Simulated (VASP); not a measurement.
# ZnCd3O4 (P-43m) in VASP: relaxation of cell and atoms with PBE

Aim: the relaxation of cell and atoms of ZnCd3O4 with PBE.

Program: VASP 6.6.1. These are calculated values, not measurements. Logs are shortened: lines on timing, memory, paths and dates and some standing lists are left out, and cuts for length are marked.

### Step 1. The cell of the first run

Symmetry: P-43m, No. 215, cubic system. Conventional cell: a = 4.999 Å, b = 4.999 Å, c = 4.999 Å, α = 90.00°, β = 90.00°, γ = 90.00°. Zn (site symmetry -43m) has 4 O at 2.01 Å within 2.7 Å. Within 2.9 Å of Cd (site symmetry -42m) lie 4 O at 2.22 Å. Within 2.7 Å of O (site symmetry 3m) lie 1 Zn at 2.01 Å and 3 Cd at 2.22 Å.

### Step 2. Relaxation of cell and atoms, PBE

File INCAR:

```
SYSTEM = ZnCd3O4
ALGO = Normal
EDIFF = 1E-6
EDIFFG = -0.01
ENCUT = 600
GGA = PE
IBRION = 2
ISIF = 3
ISMEAR = 0
LASPH = .True.
LCHARG = .False.
LREAL = .False.
LWAVE = .False.
NELM = 60
NSW = 100
PREC = Accurate
SIGMA = 0.1
```

File KPOINTS:

```
k-points
0
Gamma
  8 8 8
  0 0 0
```

File POSCAR:

```
ZnCd3O4
1.0
    4.9987277000      0.0000000000      0.0000000000
    0.0000000000      4.9987277000      0.0000000000
    0.0000000000      0.0000000000      4.9987277000
Zn Cd O
1 3 4
Direct
    0.0000000000      0.0000000000      0.0000000000
    0.0000000000      0.5000000000      0.5000000000
    0.5000000000      0.0000000000      0.5000000000
    0.5000000000      0.5000000000      0.0000000000
    0.7678240000      0.7678240000      0.2321760000
    0.7678240000      0.2321760000      0.7678240000
    0.2321760000      0.7678240000      0.7678240000
    0.2321760000      0.2321760000      0.2321760000
```

Potentials or basis: VASP PAW PBE potentials, release 64 (Zn, Cd, O).

Started as:

```sh
cat potpaw_PBE.64/Zn/POTCAR potpaw_PBE.64/Cd/POTCAR potpaw_PBE.64/O/POTCAR > POTCAR
mpirun -np 1 vasp_std > vasp.out
```

OUTCAR:

```text
SYSTEM = ZnCd3O4
   EDIFF = 1E-6
   EDIFFG = -0.01
   ENCUT = 600
   GGA = PE
   IBRION = 2
   ISIF = 3
   ISMEAR = 0
   LASPH = .True.
   LREAL = .False.
   NELM = 60
   NSW = 100
   PREC = Accurate

 ion  position               nearest neighbor table
   1  0.000  0.000  0.000-   5 2.01   6 2.01   7 2.01   8 2.01
   2  0.000  0.500  0.500-   5 2.22   6 2.22   7 2.22   8 2.22   3 3.53   4 3.53   4 3.53   3 3.53
                             3 3.53   4 3.53   4 3.53   3 3.53
   3  0.500  0.000  0.500-   5 2.22   6 2.22   7 2.22   8 2.22   2 3.53   4 3.53   4 3.53   2 3.53
                             4 3.53   4 3.53   2 3.53   2 3.53
   4  0.500  0.500  0.000-   5 2.22   6 2.22   7 2.22   8 2.22   2 3.53   3 3.53   2 3.53   3 3.53
                             3 3.53   3 3.53   2 3.53   2 3.53
   5  0.768  0.768  0.232-   1 2.01   2 2.22   3 2.22   4 2.22
   6  0.768  0.232  0.768-   1 2.01   2 2.22   3 2.22   4 2.22
   7  0.232  0.768  0.768-   1 2.01   2 2.22   3 2.22   4 2.22
   8  0.232  0.232  0.232-   1 2.01   2 2.22   3 2.22   4 2.22

  LATTYP: Found a simple cubic cell.
 ALAT       =     4.9987277000

  Lattice vectors:

 A1 = (   4.9987277000,   0.0000000000,   0.0000000000)
 A2 = (   0.0000000000,   4.9987277000,   0.0000000000)
 A3 = (   0.0000000000,   0.0000000000,   4.9987277000)

Analysis of symmetry for initial positions (statically):
=====================================================================
 Subroutine PRICEL returns:
 Original cell was already a primitive cell.

 Routine SETGRP: Setting up the symmetry group for a
 simple cubic supercell.

 Subroutine GETGRP returns: Found 24 space group operations
 (whereof 24 operations were pure point group operations)
 out of a pool of 48 trial point group operations.

The static configuration has the point symmetry T_d .

Analysis of symmetry for dynamics (positions and initial velocities):
=====================================================================
 Subroutine PRICEL returns:
 Original cell was already a primitive cell.

 Routine SETGRP: Setting up the symmetry group for a
 simple cubic supercell.

 Subroutine GETGRP returns: Found 24 space group operations
 (whereof 24 operations were pure point group operations)
 out of a pool of 48 trial point group operations.

The dynamic configuration has the point symmetry T_d .

 Subroutine INISYM returns: Found 24 space group operations
 (whereof 24 operations are pure point group operations),
 and found     1 'primitive' translations

----------------------------------------------------------------------------------------

                                     Primitive cell

  volume of cell :     124.9046

  direct lattice vectors                    reciprocal lattice vectors
     4.998727700  0.000000000  0.000000000     0.200050905  0.000000000  0.000000000
     0.000000000  4.998727700  0.000000000     0.000000000  0.200050905  0.000000000
     0.000000000  0.000000000  4.998727700     0.000000000  0.000000000  0.200050905

  length of vectors
     4.998727700  4.998727700  4.998727700     0.200050905  0.200050905  0.200050905

  position of ions in fractional coordinates (direct lattice)
     0.000000000  0.000000000  0.000000000
     0.000000000  0.500000000  0.500000000
     0.500000000  0.000000000  0.500000000
     0.500000000  0.500000000  0.000000000
     0.767824000  0.767824000  0.232176000
     0.767824000  0.232176000  0.767824000
     0.232176000  0.767824000  0.767824000
     0.232176000  0.232176000  0.232176000

  ion indices of the primitive-cell ions
   primitive index   ion index
                 1           1
                 2           2
                 3           3
                 4           4
                 5           5
                 6           6
                 7           7
                 8           8

----------------------------------------------------------------------------------------

 KPOINTS: k-points

Automatic generation of k-mesh.
 Grid dimensions read from file:
 generate k-points for:    8    8    8

 Generating k-lattice:

  Cartesian coordinates                     Fractional coordinates (reciprocal lattice)
     0.025006363  0.000000000  0.000000000     0.125000000  0.000000000  0.000000000
     0.000000000  0.025006363  0.000000000     0.000000000  0.125000000  0.000000000
     0.000000000  0.000000000  0.025006363     0.000000000  0.000000000  0.125000000

  Length of vectors
     0.025006363  0.025006363  0.025006363

  Shift w.r.t. Gamma in fractional coordinates (k-lattice)
     0.000000000  0.000000000  0.000000000

 Subroutine IBZKPT returns following result:
 ===========================================

 Found     35 irreducible k-points:

 Following reciprocal coordinates:
            Coordinates               Weight
  0.000000  0.000000  0.000000      1.000000
  0.125000  0.000000  0.000000      6.000000
  0.250000  0.000000  0.000000      6.000000
  0.375000  0.000000  0.000000      6.000000
  0.500000  0.000000  0.000000      3.000000
  0.125000  0.125000  0.000000     12.000000
[... 16 lines left out ...]
  0.375000  0.375000  0.125000     24.000000
  0.500000  0.375000  0.125000     24.000000
 [... further k-points ...]
   k-points           NKPTS =     35   k-points in BZ     NKDIM =     35   number of bands    NBANDS=     43
   number of dos      NEDOS =    301   number of ions     NIONS =      8
   total plane-waves  NPLWV =  64000
   dimension x,y,z NGX =    40 NGY =   40 NGZ =   40
   dimension x,y,z NGXF=    80 NGYF=   80 NGZF=   80
   ions per type =               1   3   4
   NGX,Y,Z   is equivalent  to a cutoff of  13.30, 13.30, 13.30 a.u.
   NGXF,Y,Z  is equivalent  to a cutoff of  26.61, 26.61, 26.61 a.u.
 SYSTEM =  ZnCd3O4
   PREC   = accura    normal or accurate (medium, high low for compatibility)
   ISTART =      0    job   : 0-new  1-cont  2-samecut
   ICHARG =      2    charge: 1-file 2-atom 10-const
   ISPIN  =      1    spin polarized calculation?
   LNONCOLLINEAR =      F non collinear calculations
   LSORBIT =      F    spin-orbit coupling
   LASPH  =      T    aspherical Exc in radial PAW
   ENCUT  =  600.0 eV  44.10 Ry    6.64 a.u.   9.98  9.98  9.98*2*pi/ulx,y,z
   NELM   =     60;   NELMIN=  2; NELMDL= -5     # of ELM steps
   EDIFF  = 0.1E-05   stopping-criterion for ELM
   LREAL  =      F    real-space projection
   EDIFFG = -.1E-01   stopping-criterion for IOM
   NSW    =    100    number of steps for IOM
   IBRION =      2    ionic relax: 0-MD 1-quasi-New 2-CG
   NFREE  =      1    steps in history (QN), initial steepest desc. (CG)
   ISIF   =      3    stress and relaxation
   ISYM   =      2    0-nonsym 1-usesym 2-fastsym
   POTIM  = 0.5000    time-step for ionic-motion
   TEBEG  =    0.0;   TEEND  =   0.0 temperature during run
   PSTRESS=    0.0 pullay stress
   NELECT =      72.0000    total number of electrons
   NUPDOWN=      -1.0000    fix difference up-down
   EMIN   =  10.00;   EMAX   =-10.00  energy-range for DOS
   EFERMI =   0.00;   METHOD = LEGACY
   ISMEAR =     0;   SIGMA  =   0.10  broadening in eV -4-tet -1-fermi 0-gaus
   EFERMI_NEDOS =   21; number of points for ismear=-14 and -15
   IALGO  =     38    algorithm
   IMIX   =      4    mixing-type and parameters
     AMIX     =   0.40;   BMIX     =  1.00
     AMIX_MAG =   1.60;   BMIX_MAG =  1.00
  volume/ion in A,a.u.               =      15.61       105.36
  Fermi-wavevector in a.u.,A,eV,Ry     =   1.362468  2.574690 25.256739  1.856318
  Thomas-Fermi vector in A             =   2.488955
   LORBIT       =      0    0 simple, 1 ext, 2 COOP (PROOUT), +10 PAW based schemes
   GGA     = PE    functional components
   LHFCALC =     F    Hartree Fock is set to
   AEXX    =    0.0000 exact exchange contribution
   IVDW    =     0    specifies the selected vdW correction
   LEPSILON=     F    determine dielectric tensor
   LRPA    =     F    only Hartree local field effects (RPA)
 conjugate gradient relaxation of ions
 non-spin polarized calculation
 Gauss-broadening in eV      SIGMA  =   0.10
  energy-cutoff  :      600.00
  volume of cell :      124.90
 maximum number of plane-waves:      4224
 NGX is ok and might be reduce to    40
   NGX = 19   NGY = 19   NGZ = 19

--------------------------------------- Ionic step        1  -------------------------------------------

 number of electron      72.0000072 magnetization

 Free energy of the ion-electron system (eV)
  ---------------------------------------------------
  ext. energy  EPLUGINS =         0.00000000
  ---------------------------------------------------
  free energy    TOTEN  =       -31.90444328 eV

  energy without entropy =      -31.90381002  energy(sigma->0) =      -31.90412665

------------------------ aborting loop because EDIFF is reached ----------------------------------------

  FORCE on cell =-STRESS in cart. coord.  units (eV):
  Direction    XX          YY          ZZ          XY          YZ          ZX
  --------------------------------------------------------------------------------------
  -------------------------------------------------------------------------------------
  Total        0.7161652      0.7161652      0.7161652      0.0000000     -0.0000000     -0.0000000
  in kB        9.1864000      9.1864000      9.1864000      0.0000000     -0.0000000     -0.0000000
  external PRESSURE =       9.1864000 kB  Pullay stress =       0.0000000 kB
[... 69 lines left out ...]
  energy  without entropy=      -31.9064387365  energy(sigma->0) =      -31.90675688

--------------------------------------- Ionic step        3  -------------------------------------------

 number of electron      72.0000062 magnetization

 Free energy of the ion-electron system (eV)
  ---------------------------------------------------
  ext. energy  EPLUGINS =         0.00000000
  ---------------------------------------------------
  free energy    TOTEN  =       -31.90770412 eV

  energy without entropy =      -31.90706877  energy(sigma->0) =      -31.90738644

 E-fermi :   0.3607     XC(G=0): -10.1481

 val. band max:        0.2614595970   @ k =   0.0000   0.0000   0.0000
 cond. band min:       0.8234520154   @ k =   0.1250   0.0000   0.0000
 fundamental gap:      0.5619924184
 Fermi energy:         0.3606983785

 k-point     1 :       0.0000    0.0000    0.0000
  band No.  band energies     occupation
      1     -16.6111      2.00000
      2     -16.1572      2.00000
      3     -16.1572      2.00000
      4     -16.1572      2.00000
      5      -6.6914      2.00000
      6      -6.6056      2.00000
[... 1093 lines left out ...]
     42       7.9565      0.00000
     43       8.4954      0.00000

 [... further k-points ...]

------------------------ aborting loop because EDIFF is reached ----------------------------------------

  FORCE on cell =-STRESS in cart. coord.  units (eV):
  Direction    XX          YY          ZZ          XY          YZ          ZX
  --------------------------------------------------------------------------------------
  -------------------------------------------------------------------------------------
  Total       -0.0086765     -0.0086765     -0.0086765     -0.0000000      0.0000000     -0.0000000
  in kB       -0.1103052     -0.1103052     -0.1103052     -0.0000000      0.0000000     -0.0000000
  external PRESSURE =      -0.1103052 kB  Pullay stress =       0.0000000 kB
[... 23 lines left out ...]
  FREE ENERGIE OF THE ION-ELECTRON SYSTEM (eV)
  ---------------------------------------------------
  free  energy   TOTEN  =       -31.9077041218 eV

  energy  without entropy=      -31.9070687671  energy(sigma->0) =      -31.90738644

 reached required accuracy - stopping structural energy minimisation
```

It took 4 min on 1 thread of Intel Xeon 6975P-C (Granite Rapids), shared host; peak memory 0.37 GiB.

What came out:

| Item | Value |
| --- | --- |
| Free energy | -31.9077 eV |
| Relaxed volume | 15.75 Å³/atom |
| Relaxed cell | a = 5.014 Å, b = 5.014 Å, c = 5.014 Å, α = 90.00°, β = 90.00°, γ = 90.00° |
| Space group after relaxing (to 0.1 Å) | P-43m (No. 215) |
| Energy gained by relaxing | 0.4 meV/atom |
| Ionic steps | 3 |
| Pressure after relaxing | 0.0 GPa |
| Largest force after relaxing | 0.009 eV/Å |
| Band gap on the k mesh | zero (filled and empty bands touch) |

Forces in eV/Å, atoms in the order of the input:
```
Zn   0.000  0.000  0.000
Cd   0.000  0.000  0.000
Cd   0.000  0.000  0.000
Cd   0.000  0.000  0.000
O    0.005  0.005 -0.005
O    0.005 -0.005  0.005
O   -0.005  0.005  0.005
O   -0.005 -0.005 -0.005
```

The path:
```tsv
step	energy change (eV)	largest force (eV/Å)	pressure (GPa)	volume (Å³)
1	0.0000	0.0304	0.92	124.90
2	-0.0026	0.0001	-0.46	126.53
3	-0.0033	0.0093	-0.01	126.03
```

Final structure:
```
Zn Cd O
1.0
     5.01364    0.00000    0.00000
     0.00000    5.01364    0.00000
     0.00000    0.00000    5.01364
Zn Cd O
1 3 4
Direct
  0.00000 0.00000 0.00000
  0.00000 0.50000 0.50000
  0.50000 0.00000 0.50000
  0.50000 0.50000 0.00000
  0.76794 0.76794 0.23206
  0.76794 0.23206 0.76794
  0.23206 0.76794 0.76794
  0.23206 0.23206 0.23206
```

Caveat: semilocal functionals underestimate gaps, and a narrow one can read as zero.

The gap in the log of VASP goes by the Fermi energy; the results here count the filled bands.